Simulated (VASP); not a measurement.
# SiC (P3_221) in VASP: notebook

Runs on SiC. Level: PBE. Tasks: single point.

Everything below comes from runs of VASP 6.6.1. Logs are shortened: lines on timing, memory, paths and dates and some standing lists are left out, and cuts for length are marked.

### 1 The cell of the first run

The structure is trigonal, space group P3_221 (No. 154). The conventional cell has a = 4.914 Å, b = 4.914 Å, c = 2.995 Å, α = 90.00°, β = 90.00°, γ = 120.00°. Si (site symmetry 2) has 4 C at 1.91 to 1.93 Å within 2.5 Å. C (site symmetry 2) has 4 Si at 1.91 to 1.93 Å within 2.5 Å.

### 2 Single point, PBE

The input, INCAR:

```
SYSTEM = SiC
PREC = Accurate ; ENCUT = 520
EDIFF = 1E-6 ; ISMEAR = 0
SIGMA = 0.1 ; LREAL = .False.
LASPH = .True. ; NELM = 80
ALGO = Normal ; ISIF = 2
LWAVE = .False. ; LCHARG = .False.
GGA = PE ; NBANDS = 36
```

The input, KPOINTS:

```
Automatic mesh
0
Gamma
  3 3 2
  0 0 0
```

The input, POSCAR:

```
SiC
1.0
    4.9139411842      0.0000000000      0.0000000000
   -2.4569705921      4.2555978982      0.0000000000
    0.0000000000      0.0000000000      5.9904253355
Si C
6 6
Direct
    0.6147602161      0.0000000000      0.3333333333
    0.6147602161      0.0000000000      0.8333333333
    0.0000000000      0.6147602161      0.1666666667
    0.0000000000      0.6147602161      0.6666666667
    0.3852397839      0.3852397839      0.0000000000
    0.3852397839      0.3852397839      0.5000000000
    0.3722391761      0.0000000000      0.0833333333
    0.3722391761      0.0000000000      0.5833333333
    1.0000000000      0.3722391761      0.4166666667
    1.0000000000      0.3722391761      0.9166666667
    0.6277608239      0.6277608239      0.2500000000
    0.6277608239      0.6277608239      0.7500000000
```

Potentials or basis: VASP PAW PBE potentials, release 64 (Si, C).

Launch:

```console
$ cat potpaw_PBE.64/Si/POTCAR potpaw_PBE.64/C/POTCAR > POTCAR
$ mpirun -np 1 vasp_std > vasp.out
```

OUTCAR:

```text
SYSTEM = SiC
   PREC = Accurate
   ENCUT = 520
   EDIFF = 1E-6
   ISMEAR = 0
   LREAL = .False.
   LASPH = .True.
   NELM = 80
   ISIF = 2
   GGA = PE

 ion  position               nearest neighbor table
   1  0.615  0.000  0.333-   7 1.91   8 1.91  11 1.93   9 1.93   3 2.83   3 2.83   6 2.83   6 2.83
                             2 3.00   2 3.00
   2  0.615  0.000  0.833-   7 1.91   8 1.91  12 1.93  10 1.93   4 2.83   4 2.83   5 2.83   5 2.83
                             1 3.00   1 3.00
   3  0.000  0.615  0.167-   9 1.91  10 1.91  11 1.93   7 1.93   1 2.83   1 2.83   5 2.83   5 2.83
                             4 3.00   4 3.00
   4  0.000  0.615  0.667-   9 1.91  10 1.91  12 1.93   8 1.93   2 2.83   2 2.83   6 2.83   6 2.83
                             3 3.00   3 3.00
   5  0.385  0.385  0.000-  11 1.91  12 1.91   7 1.93  10 1.93   2 2.83   2 2.83   3 2.83   3 2.83
                             6 3.00   6 3.00
   6  0.385  0.385  0.500-  11 1.91  12 1.91   8 1.93   9 1.93   1 2.83   1 2.83   4 2.83   4 2.83
                             5 3.00   5 3.00
   7  0.372  0.000  0.083-   1 1.91   2 1.91   5 1.93   3 1.93
   8  0.372  0.000  0.583-   1 1.91   2 1.91   6 1.93   4 1.93
   9  0.000  0.372  0.417-   3 1.91   4 1.91   6 1.93   1 1.93
  10  0.000  0.372  0.917-   3 1.91   4 1.91   5 1.93   2 1.93
  11  0.628  0.628  0.250-   5 1.91   6 1.91   1 1.93   3 1.93
[... 8 lines left out ...]
 A1 = (   4.9139411842,   0.0000000000,   0.0000000000)
 A2 = (  -2.4569705921,   4.2555978982,   0.0000000000)
 A3 = (   0.0000000000,   0.0000000000,   5.9904253355)

Analysis of symmetry for initial positions (statically):
=====================================================================
 Subroutine PRICEL returns following result:

  LATTYP: Found a hexagonal cell.
 ALAT       =     4.9139411842
 C/A-ratio  =     0.6095336829

  Lattice vectors:

 A1 = (   4.9139411842,   0.0000000000,   0.0000000000)
 A2 = (  -2.4569705921,   4.2555978982,   0.0000000000)
 A3 = (   0.0000000000,   0.0000000000,   2.9952126678)

   2 primitive cells build up your supercell.

 Routine SETGRP: Setting up the symmetry group for a
 hexagonal supercell.

 Subroutine GETGRP returns: Found  6 space group operations
 (whereof  2 operations were pure point group operations)
 out of a pool of 24 trial point group operations.

The static configuration has the point symmetry C_2 .
 The point group associated with its full space group is D_3 .

Analysis of symmetry for dynamics (positions and initial velocities):
=====================================================================
 Subroutine PRICEL returns following result:

  LATTYP: Found a hexagonal cell.
[... 123 lines left out ...]
   ISMEAR =     0;   SIGMA  =   0.10  broadening in eV -4-tet -1-fermi 0-gaus
   EFERMI_NEDOS =   21; number of points for ismear=-14 and -15
   IALGO  =     38    algorithm
   IMIX   =      4    mixing-type and parameters
     AMIX     =   0.40;   BMIX     =  1.00
     AMIX_MAG =   1.60;   BMIX_MAG =  1.00
  volume/ion in A,a.u.               =      10.44        70.45
  Fermi-wavevector in a.u.,A,eV,Ry     =   1.189066  2.247008 19.236967  1.413877
  Thomas-Fermi vector in A             =   2.325181
   LORBIT       =      0    0 simple, 1 ext, 2 COOP (PROOUT), +10 PAW based schemes
   GGA     = PE    functional components
   LHFCALC =     F    Hartree Fock is set to
   AEXX    =    0.0000 exact exchange contribution
   IVDW    =     0    specifies the selected vdW correction
   LEPSILON=     F    determine dielectric tensor
   LRPA    =     F    only Hartree local field effects (RPA)
 non-spin polarized calculation
 Gauss-broadening in eV      SIGMA  =   0.10
  energy-cutoff  :      520.00
  volume of cell :      125.27
 maximum number of plane-waves:      3390
 NGX is ok and might be reduce to    40

 number of electron      48.0000005 magnetization

 Free energy of the ion-electron system (eV)
  ---------------------------------------------------
  ext. energy  EPLUGINS =         0.00000000
  ---------------------------------------------------
  free energy    TOTEN  =       -85.85227615 eV

  energy without entropy =      -85.85227615  energy(sigma->0) =      -85.85227615

 E-fermi :   8.7717     XC(G=0): -11.3500

 val. band max:        8.3362005252   @ k =   0.0000   0.0000   0.0000
 cond. band min:       9.7529437764   @ k =   0.0000   0.0000   0.0000
 fundamental gap:      1.4167432512
 Fermi energy:         8.7717250566

 k-point     1 :       0.0000    0.0000    0.0000
  band No.  band energies     occupation
      1      -7.4765      2.00000
      2      -4.1616      2.00000
      3      -4.1616      2.00000
      4      -2.5661      2.00000
      5      -2.5661      2.00000
      6      -0.7888      2.00000
[... 223 lines left out ...]
     35      14.8953      0.00000
     36      14.8953      0.00000

------------------------ aborting loop because EDIFF is reached ----------------------------------------

  FORCE on cell =-STRESS in cart. coord.  units (eV):
  Direction    XX          YY          ZZ          XY          YZ          ZX
  --------------------------------------------------------------------------------------
  -------------------------------------------------------------------------------------
  Total       -0.3200189     -0.3200189      0.7034997      0.0000000      0.0000000      0.0000000
  in kB       -4.0929650     -4.0929650      8.9975924      0.0000000      0.0000000      0.0000000
  external PRESSURE =       0.2705541 kB  Pullay stress =       0.0000000 kB

 VOLUME and BASIS-vectors are now :
 -----------------------------------------------------------------------------
  energy-cutoff  :      520.00
  volume of cell :      125.27
      direct lattice vectors                 reciprocal lattice vectors
     4.913941184  0.000000000  0.000000000     0.203502639  0.117492304  0.000000000
    -2.456970592  4.255597898  0.000000000     0.000000000  0.234984607  0.000000000
     0.000000000  0.000000000  5.990425336     0.000000000  0.000000000  0.166933055

 POSITION                                       TOTAL-FORCE (eV/Angst)
 -----------------------------------------------------------------------------------
      3.02090      0.00000      1.99681        -0.027793      0.000000      0.000000
      3.02090      0.00000      4.99202        -0.027793      0.000000     -0.000000
     -1.51045      2.61617      0.99840         0.013896     -0.024069      0.000000
     -1.51045      2.61617      3.99362         0.013896     -0.024069      0.000000
      0.94652      1.63943      0.00000         0.013896      0.024069      0.000000
      0.94652      1.63943      2.99521         0.013896      0.024069      0.000000
      1.82916      0.00000      0.49920         0.049443     -0.000000      0.000000
      1.82916      0.00000      3.49441         0.049443     -0.000000      0.000000
     -0.91458      1.58410      2.49601        -0.024722      0.042819     -0.000000
     -0.91458      1.58410      5.49122        -0.024722      0.042819     -0.000000
      1.54239      2.67150      1.49761        -0.024722     -0.042819     -0.000000
      1.54239      2.67150      4.49282        -0.024722     -0.042819     -0.000000
 -----------------------------------------------------------------------------------
    total drift:                               -0.000000     -0.000000     -0.000000

  FREE ENERGIE OF THE ION-ELECTRON SYSTEM (eV)
  ---------------------------------------------------
  free  energy   TOTEN  =       -85.8522761514 eV

  energy  without entropy=      -85.8522761513  energy(sigma->0) =      -85.85227615
```

OSZICAR:

```text
N       E                     dE             d eps       ncg     rms          rms(c)
DAV:   1     0.131003064870E+03    0.13100E+03   -0.22059E+04   432   0.121E+03
DAV:   2    -0.831161508568E+02   -0.21412E+03   -0.20067E+03   544   0.213E+02
DAV:   3    -0.957579264487E+02   -0.12642E+02   -0.12515E+02   560   0.488E+01
DAV:   4    -0.959952131323E+02   -0.23729E+00   -0.23614E+00   568   0.738E+00
DAV:   5    -0.960013311359E+02   -0.61180E-02   -0.61107E-02   540   0.115E+00    0.205E+01
DAV:   6    -0.860762295351E+02    0.99251E+01   -0.29125E+01   528   0.200E+01    0.905E+00
DAV:   7    -0.859051507749E+02    0.17108E+00   -0.24310E+00   568   0.618E+00    0.405E+00
DAV:   8    -0.858550387161E+02    0.50112E-01   -0.16760E-01   524   0.177E+00    0.112E+00
DAV:   9    -0.858515797432E+02    0.34590E-02   -0.24299E-02   544   0.714E-01    0.223E-01
DAV:  10    -0.858521521098E+02   -0.57237E-03   -0.24528E-03   508   0.224E-01    0.102E-01
DAV:  11    -0.858522718625E+02   -0.11975E-03   -0.38145E-04   508   0.931E-02    0.339E-02
DAV:  12    -0.858522726697E+02   -0.80718E-06   -0.13265E-05   548   0.192E-02    0.114E-02
DAV:  13    -0.858522757364E+02   -0.30668E-05   -0.59784E-06   480   0.118E-02    0.279E-03
DAV:  14    -0.858522761514E+02   -0.41492E-06   -0.52809E-07   292   0.332E-03
   1 F= -.85852276E+02 E0= -.85852276E+02  d E =-.447397E-10
```

Run time: 24 s. Hardware: 1 thread of Intel Xeon 6975P-C (Granite Rapids), shared host; peak memory 0.25 GiB.

Results:

```
Free energy            : -85.8523 eV
Pressure               : 0.0 GPa
Largest force          : 0.049 eV/Å
Band gap on the k mesh : 1.42 eV
```

Forces in eV/Å, atoms in the order of the input:
```
Si  -0.028  0.000  0.000
Si  -0.028  0.000  0.000
Si   0.014 -0.024  0.000
Si   0.014 -0.024  0.000
Si   0.014  0.024  0.000
Si   0.014  0.024  0.000
C    0.049  0.000  0.000
C    0.049  0.000  0.000
C   -0.025  0.043  0.000
C   -0.025  0.043  0.000
C   -0.025 -0.043  0.000
C   -0.025 -0.043  0.000
```

Caveat: the k points lie up to 0.52 Å⁻¹ apart. As with any semilocal functional, this PBE gap is likely too small.

### 3 Single point, PBE

This run uses another cell than the first one: it holds 6 atoms, not 12.

The input, INCAR:

```
ALGO = Normal
EDIFF = 1E-7
ENCUT = 520
GGA = PE
ISIF = 2
ISMEAR = 0
LASPH = True
LCHARG = False
LREAL = False
LWAVE = False
NBANDS = 21
NELM = 100
PREC = Accurate
SIGMA = 0.1
```

The input, KPOINTS:

```
k-points
0
Gamma
  6 6 6
```

The input, POSCAR:

```
SiC
1.0
    4.7174867400      0.0000000000      0.0000000000
   -2.3587433700      4.0854633600      0.0000000000
    0.0000000000      0.0000000000      2.7821032200
Si C
3 3
Direct
    0.6226507000      0.0000000000      0.6666666700
    0.0000000000      0.6226507000      0.3333333300
    0.3773493000      0.3773493000      0.0000000000
    0.3773493000      0.0000000000      0.1666666700
    0.0000000000      0.3773493000      0.8333333300
    0.6226507000      0.6226507000      0.5000000000
```

Potentials or basis: VASP PAW PBE potentials, release 64 (Si, C).

Launch:

```console
$ cat potpaw_PBE.64/Si/POTCAR potpaw_PBE.64/C/POTCAR > POTCAR
$ mpirun -np 1 vasp_std > vasp.out
```

Wall time 19 s (1 thread of Intel Xeon 6975P-C (Granite Rapids), shared host); peak memory 0.18 GiB.

It converged, with:

```yaml
Free_energy: -41.7623 eV
Pressure: 44.2 GPa
Largest_force: 1.355 eV/Å
Band_gap_on_the_k_mesh: 0.73 eV, indirect (least direct gap 2.87 eV)
```

Forces in eV/Å, atoms in the order of the input:
```
Si   0.192  0.000  0.000
Si  -0.096  0.166  0.000
Si  -0.096 -0.166  0.000
C   -1.355  0.000  0.000
C    0.677 -1.173  0.000
C    0.677  1.173  0.000
```

Stress tensor (GPa, compression positive):
```
36.37  0.00  0.00
 0.00 36.37  0.00
 0.00  0.00 59.71
```

Levels at points of the mesh, in eV from the valence-band top:
| k point | band 10 | band 11 | band 12 | band 13 | band 14 | band 15 |
| --- | --- | --- | --- | --- | --- | --- |
| (0.00, 0.00, 0.00) | -0.33 | -0.33 | 0.00 | 5.13 | 6.08 | 6.08 |
| (0.50, 0.00, 0.00) | -1.44 | -0.75 | -0.70 | 3.28 | 4.30 | 5.40 |
| (0.00, 0.00, 0.50) | -4.52 | -4.28 | -4.28 | 0.73 | 0.73 | 6.71 |
| (0.50, 0.00, 0.50) | -2.80 | -2.05 | -1.59 | 2.68 | 3.44 | 4.27 |

Caveat: forces of over 1 eV/Å act on the atoms, so gaps and moduli don't describe the material at rest. A k mesh can miss the band edges.
